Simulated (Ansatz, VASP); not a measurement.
# One calculation of MoS2, two programs

```
Mo S
1.0
     1.58000    0.91221    6.15000
    -1.58000    0.91221    6.15000
     0.00000   -1.82443    6.15000
Mo S
1 2
Direct
  0.00000 0.00000 0.00000
  0.41700 0.41700 0.41700
  0.25000 0.25000 0.25000
```

Alike in both runs: functional BLYP; k mesh 10 × 10 × 10; occupations fermi-dirac, width 0.05 eV; no spin polarisation.

|  | VASP | Ansatz |
| --- | --- | --- |
| version | VASP 6.6.1 | Ansatz 0.2.0 |
| potentials or method | VASP PAW PBE potentials, release 64 (Mo_sv, S) | Ansatz PAW |
| plane-wave cutoff (eV) | 520 | 420 |
| valence electrons in the cell | 26 | 26 |
| task | single point | band structure |

VASP gave:

* gap on the k mesh at the Fermi level (eV): 0.98
* least direct gap on the mesh (eV): 1.95
* pressure (GPa): 12.9
* traceless stress, the component that is largest in VASP (GPa): -0.08
* rms of the force components (eV/Å): 0.422

Q: What did Ansatz give for the same quantities?

A: gap on the k mesh at the Fermi level (eV): 0.97; least direct gap on the mesh (eV): 1.94; pressure (GPa): 12.9; traceless stress, the component that is largest in VASP (GPa): -0.01; rms of the force components (eV/Å): 0.422.

VASP's potentials were made for PBE, not for BLYP. Atom by atom the forces differ by 0.001 eV/Å (rms over components).
